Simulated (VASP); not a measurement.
Runs of VASP 6.6.1 on ZrB. The structure is that of space group Fm-3m (No. 225), or close to it. The cells are those of the table. 

| level | potentials or basis | cell | gap on the mesh (eV) | pressure (GPa) |
| --- | --- | --- | --- | --- |
| PBE+D3(BJ) | VASP PAW PBE potentials, release 64 (Zr_sv, B) | a = 3.415 Å, angles 60.0°, 2 atoms | none | (a) |
| LDA | VASP PAW LDA potentials, release 64 (Zr_sv, B) | a = 3.417 Å, angles 60.0°, 2 atoms | none | 0.4 |
| LDA | VASP PAW LDA potentials, release 64 (Zr_sv, B) | a = 3.439 Å, angles 60.0°, 2 atoms | none | -3.1 |
| PBE | VASP PAW PBE potentials, release 64 (Zr_sv, B) | a = 3.288 Å, angles 60.0°, 2 atoms | none | (b) |
| LDA | VASP PAW LDA potentials, release 64 (Zr_sv, B) | a = 3.394 Å, angles 60.0°, 2 atoms | none | 4.1 |

Alike in all rows: task single point; no spin polarisation; k mesh 8 × 8 × 8; cutoff (eV) 500; smearing gaussian 0.05 eV.

Question: Estimate the missing entries.

Answer: (a) 3.6; (b) 35.3.

Caveats: the cell stands under pressure (at least some runs); the cell stands under tension (at least some runs).

A k mesh can miss the band edges, and the runs leave out spin-orbit coupling on Zr.

A gap of «none» marks levels without a gap at the run's occupations.
